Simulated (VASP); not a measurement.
# CoO (C2/m) in VASP: single point with PBEsol

Aim: the single point of CoO with PBEsol.

All numbers are computed with VASP 6.6.1; they aren't measurements. Logs are shortened: lines on timing, memory, paths and dates and some standing lists are left out, and cuts for length are marked.

**1. The cell of the first run**

The typed cell holds 2 atoms: a = 3.139 Å, b = 3.139 Å, c = 2.949 Å, α = 57.86°, β = 57.86°, γ = 90.00°.

**2. Single point, PBEsol, collinear spin, ferromagnetic start**

INCAR reads:

```
ALGO = Normal ; EDIFF = 1E-7
ENCUT = 520 ; GGA = PS
ISIF = 2 ; ISMEAR = 0
ISPIN = 2 ; LASPH = True
LCHARG = False ; LMAXMIX = 4
LORBIT = 11 ; LREAL = False
LWAVE = False ; MAGMOM = 2.52 0.34
NBANDS = 18 ; NELM = 150
PREC = Accurate ; SIGMA = 0.1
```

KPOINTS reads:

```
k-points
0
Gamma
  11 11 18
```

POSCAR reads:

```
CoO
1.0
    3.1393031431     -0.0000000602     -0.0006149874
   -0.0000000602      3.1393031431     -0.0006149874
    1.5692732934      1.5692732934      1.9418407283
Co O
1 1
Direct
    0.0000000000      0.0000000000      0.0000000000
    0.5000000000      0.5000000000      0.0000000000
```

Potentials or basis: VASP PAW PBE potentials, release 64 (Co, O).

Launch:

```console
cat potpaw_PBE.64/Co/POTCAR potpaw_PBE.64/O/POTCAR > POTCAR
mpirun -np 1 vasp_std > vasp.out
```

OUTCAR:

```text
EDIFF = 1E-7
   ENCUT = 520
   GGA = PS
   ISIF = 2
   ISMEAR = 0
   ISPIN = 2
   LASPH = True
   LORBIT = 11
   LREAL = False
   NELM = 150
   PREC = Accurate

 ion  position               nearest neighbor table
   1  0.000  0.000  0.000-   2 1.94   2 1.94   2 2.22   2 2.22   2 2.22   2 2.22
   2  0.500  0.500  0.000-   1 1.94   1 1.94   1 2.22   1 2.22   1 2.22   1 2.22

  LATTYP: Found a base centered monoclinic cell.
 ALAT       =     3.8849115787
 B/A-ratio  =     1.1427918182
 C/A-ratio  =     0.7590636531
 COS(beta)  =    -0.6582904378

  Lattice vectors:

 A1 = (   1.5700298497,  -1.5692733536,  -1.9424557157)
 A2 = (  -1.5692733536,   1.5700298497,  -1.9424557157)
 A3 = (   1.5692732934,   1.5692732934,   1.9418407283)

Analysis of symmetry for initial positions (statically):
=====================================================================
 Subroutine PRICEL returns:
 Original cell was already a primitive cell.

 Routine SETGRP: Setting up the symmetry group for a
 base centered monoclinic supercell.

 Subroutine GETGRP returns: Found  4 space group operations
 (whereof  4 operations were pure point group operations)
 out of a pool of  4 trial point group operations.

The static configuration has the point symmetry C_2h.

Analysis of symmetry for dynamics (positions and initial velocities):
=====================================================================
 Subroutine PRICEL returns:
 Original cell was already a primitive cell.

 Routine SETGRP: Setting up the symmetry group for a
 base centered monoclinic supercell.

 Subroutine GETGRP returns: Found  4 space group operations
 (whereof  4 operations were pure point group operations)
 out of a pool of  4 trial point group operations.

The dynamic configuration has the point symmetry C_2h.

Analysis of structural, dynamic, and magnetic symmetry:
=====================================================================
 Subroutine PRICEL returns:
 Original cell was already a primitive cell.

 Routine SETGRP: Setting up the symmetry group for a
 base centered monoclinic supercell.

 Subroutine GETGRP returns: Found  4 space group operations
 (whereof  4 operations were pure point group operations)
 out of a pool of  4 trial point group operations.

The overall configuration has the point symmetry C_2h.

 Subroutine INISYM returns: Found  4 space group operations
 (whereof  4 operations are pure point group operations),
 and found     1 'primitive' translations

----------------------------------------------------------------------------------------

                                     Primitive cell

  volume of cell :      19.1433

  direct lattice vectors                    reciprocal lattice vectors
     3.139303143 -0.000000060 -0.000614987     0.318491618 -0.000050407 -0.257344117
    -0.000000060  3.139303143 -0.000614987    -0.000050407  0.318491618 -0.257344117
     1.569273293  1.569273293  1.941840728     0.000100851  0.000100851  0.514812291

  length of vectors
     3.139303203  3.139303203  2.948895175     0.409466613  0.409466613  0.514812310

  position of ions in fractional coordinates (direct lattice)
     0.000000000  0.000000000  0.000000000
     0.500000000  0.500000000  0.000000000

  ion indices of the primitive-cell ions
   primitive index   ion index
                 1           1
                 2           2

----------------------------------------------------------------------------------------

 KPOINTS: k-points

Automatic generation of k-mesh.
 Grid dimensions read from file:
 generate k-points for:   11   11   18

 Generating k-lattice:

  Cartesian coordinates                     Fractional coordinates (reciprocal lattice)
     0.028953783 -0.000004582 -0.023394920     0.090909091 -0.000000000  0.000000000
    -0.000004582  0.028953783 -0.023394920    -0.000000000  0.090909091  0.000000000
     0.000005603  0.000005603  0.028600683    -0.000000000 -0.000000000  0.055555556

  Length of vectors
     0.037224238  0.037224238  0.028600684

  Shift w.r.t. Gamma in fractional coordinates (k-lattice)
     0.000000000  0.000000000  0.000000000

 Subroutine IBZKPT returns following result:
 ===========================================

 Found    600 irreducible k-points:

 Following reciprocal coordinates:
            Coordinates               Weight
  0.000000  0.000000  0.000000      1.000000
  0.090909  0.000000 -0.000000      4.000000
  0.181818 -0.000000  0.000000      4.000000
  0.272727  0.000000 -0.000000      4.000000
  0.363636 -0.000000  0.000000      4.000000
  0.454545 -0.000000  0.000000      4.000000
[... 16 lines left out ...]
 -0.272727  0.181818  0.000000      4.000000
 -0.181818  0.181818  0.000000      2.000000
 [... further k-points ...]
   k-points           NKPTS =    600   k-points in BZ     NKDIM =    600   number of bands    NBANDS=     18
   number of dos      NEDOS =    301   number of ions     NIONS =      2
   total plane-waves  NPLWV =  13824
   dimension x,y,z NGX =    24 NGY =   24 NGZ =   24
   dimension x,y,z NGXF=    48 NGYF=   48 NGZF=   48
   ions per type =               1   1
   NGX,Y,Z   is equivalent  to a cutoff of  12.71, 12.71, 13.53 a.u.
   NGXF,Y,Z  is equivalent  to a cutoff of  25.42, 25.42, 27.06 a.u.
 SYSTEM =  unknown system
   PREC   = accura    normal or accurate (medium, high low for compatibility)
   ISTART =      0    job   : 0-new  1-cont  2-samecut
   ICHARG =      2    charge: 1-file 2-atom 10-const
   ISPIN  =      2    spin polarized calculation?
   LNONCOLLINEAR =      F non collinear calculations
   LSORBIT =      F    spin-orbit coupling
   LASPH  =      T    aspherical Exc in radial PAW
   ENCUT  =  520.0 eV  38.22 Ry    6.18 a.u.   5.84  5.84  5.48*2*pi/ulx,y,z
   NELM   =    150;   NELMIN=  2; NELMDL= -5     # of ELM steps
   EDIFF  = 0.1E-06   stopping-criterion for ELM
   LREAL  =      F    real-space projection
   EDIFFG = 0.1E-05   stopping-criterion for IOM
   NSW    =      0    number of steps for IOM
   IBRION =     -1    ionic relax: 0-MD 1-quasi-New 2-CG
   NFREE  =      0    steps in history (QN), initial steepest desc. (CG)
   ISIF   =      2    stress and relaxation
   ISYM   =      2    0-nonsym 1-usesym 2-fastsym
   POTIM  = 0.5000    time-step for ionic-motion
   TEBEG  =    0.0;   TEEND  =   0.0 temperature during run
   PSTRESS=    0.0 pullay stress
   NELECT =      15.0000    total number of electrons
   NUPDOWN=      -1.0000    fix difference up-down
   EMIN   =  10.00;   EMAX   =-10.00  energy-range for DOS
   EFERMI =   0.00;   METHOD = LEGACY
   ISMEAR =     0;   SIGMA  =   0.10  broadening in eV -4-tet -1-fermi 0-gaus
   EFERMI_NEDOS =   21; number of points for ismear=-14 and -15
   IALGO  =     38    algorithm
   IMIX   =      4    mixing-type and parameters
     AMIX     =   0.40;   BMIX     =  1.00
     AMIX_MAG =   1.60;   BMIX_MAG =  1.00
  volume/ion in A,a.u.               =       9.57        64.59
  Fermi-wavevector in a.u.,A,eV,Ry     =   1.509267  2.852101 30.992529  2.277887
  Thomas-Fermi vector in A             =   2.619612
   LORBIT       =     11    0 simple, 1 ext, 2 COOP (PROOUT), +10 PAW based schemes
   GGA     = PS    functional components
   LHFCALC =     F    Hartree Fock is set to
   AEXX    =    0.0000 exact exchange contribution
   IVDW    =     0    specifies the selected vdW correction
   LEPSILON=     F    determine dielectric tensor
   LRPA    =     F    only Hartree local field effects (RPA)
 spin polarized calculation
 Gauss-broadening in eV      SIGMA  =   0.10
  energy-cutoff  :      520.00
  volume of cell :       19.14
 maximum number of plane-waves:       530
   NGX = 11   NGY = 11   NGZ = 11

 number of electron      15.0000000 magnetization       2.7786148

 Free energy of the ion-electron system (eV)
  ---------------------------------------------------
  ext. energy  EPLUGINS =         0.00000000
  ---------------------------------------------------
  free energy    TOTEN  =       -13.93888881 eV

  energy without entropy =      -13.92347675  energy(sigma->0) =      -13.93118278

 E-fermi :   8.0162     XC(G=0): -12.6913

 val. band max:        8.0154556135   @ k =   0.3636   0.0909   0.0556
 cond. band min:       8.0171288119   @ k =  -0.1818   0.4545   0.0556
 fundamental gap:      0.0016731984
 Fermi energy:         8.0162186048

 spin component 1

 k-point     1 :       0.0000    0.0000    0.0000
  band No.  band energies     occupation
      1     -12.5531      1.00000
      2       4.2145      1.00000
      3       4.5614      1.00000
      4       4.5621      1.00000
      5       4.5798      1.00000
      6       4.6690      1.00000
[... 10 lines left out ...]
     17      30.3303      0.00000
     18      33.0832      0.00000
[... 463 lines left out ...]
 k-point    24 :      -0.1818    0.1818    0.0000
  band No.  band energies     occupation
      1     -12.1969      1.00000
      2       1.9427      1.00000
      3       3.4947      1.00000
      4       4.1736      1.00000
      5       4.3455      1.00000
      6       4.7606      1.00000
[... 10 lines left out ...]
     17      32.8990      0.00000
     18      35.6331      0.00000

 [... further k-points ...]

 spin component 2

 k-point     1 :       0.0000    0.0000    0.0000
  band No.  band energies     occupation
      1     -12.0422      1.00000
      2       4.6791      1.00000
      3       5.3005      1.00000
      4       5.3018      1.00000
      5       6.6848      1.00000
      6       6.6856      1.00000
[... 10 lines left out ...]
     17      31.2163      0.00000
     18      34.0515      0.00000
[... 463 lines left out ...]
 k-point    24 :      -0.1818    0.1818    0.0000
  band No.  band energies     occupation
      1     -11.6729      1.00000
      2       2.8918      1.00000
      3       4.1273      1.00000
      4       4.8741      1.00000
      5       6.3899      1.00000
      6       7.3952      1.00000
[... 10 lines left out ...]
     17      33.7195      0.00000
     18      36.5526      0.00000

 [... further k-points ...]

------------------------ aborting loop because EDIFF is reached ----------------------------------------

  FORCE on cell =-STRESS in cart. coord.  units (eV):
  Direction    XX          YY          ZZ          XY          YZ          ZX
  --------------------------------------------------------------------------------------
  -------------------------------------------------------------------------------------
  Total       -0.9133844     -0.9133844     -0.0644087      0.0065111     -0.0002436     -0.0002310
  in kB      -76.4445581    -76.4445581     -5.3906070      0.5449377     -0.0203883     -0.0193337
  external PRESSURE =     -52.7599078 kB  Pullay stress =       0.0000000 kB

 VOLUME and BASIS-vectors are now :
 -----------------------------------------------------------------------------
  energy-cutoff  :      520.00
  volume of cell :       19.14
      direct lattice vectors                 reciprocal lattice vectors
     3.139303143 -0.000000060 -0.000614987     0.318491618 -0.000050407 -0.257344117
    -0.000000060  3.139303143 -0.000614987    -0.000050407  0.318491618 -0.257344117
     1.569273293  1.569273293  1.941840728     0.000100851  0.000100851  0.514812291

 POSITION                                       TOTAL-FORCE (eV/Angst)
 -----------------------------------------------------------------------------------
      0.00000      0.00000      0.00000        -0.000000      0.000000      0.000000
      1.56965      1.56965     -0.00061         0.000000     -0.000000      0.000000
 -----------------------------------------------------------------------------------
    total drift:                               -0.000000     -0.000000     -0.000000

  FREE ENERGIE OF THE ION-ELECTRON SYSTEM (eV)
  ---------------------------------------------------
  free  energy   TOTEN  =       -13.9388888073 eV

  energy  without entropy=      -13.9234767521  energy(sigma->0) =      -13.93118278

 total charge

# of ion       s       p       d       tot
------------------------------------------
    1        0.319   0.394   7.190   7.903
    2        1.554   3.409   0.000   4.964
--------------------------------------------------
tot          1.873   3.803   7.190  12.866

 magnetization (x)

# of ion       s       p       d       tot
------------------------------------------
    1        0.025   0.016   2.390   2.431
    2        0.027   0.267   0.000   0.294
--------------------------------------------------
tot          0.052   0.283   2.390   2.725
```

It took 6.4 min on 1 thread of Intel Xeon Platinum 8259CL at 2.50GHz (Skylake/Cascade Lake), shared host; peak memory 0.41 GiB.

What came out:

* Free energy: -13.9389 eV
* Pressure: -5.3 GPa
* Net moment: 2.78 μB per cell
* Site moments: Co +2.43; O +0.29 μB
* Valence electrons inside the program's atomic spheres: Co 7.90; O 4.96

Caveat: the PAW data sets were made with another functional, which shifts forces and pressure a little; a cell with one magnetic atom can't hold antiferromagnetic order, which such compounds often take; semilocal functionals often make such compounds metallic where correlation or magnetic order opens a gap, which also shifts bond lengths.
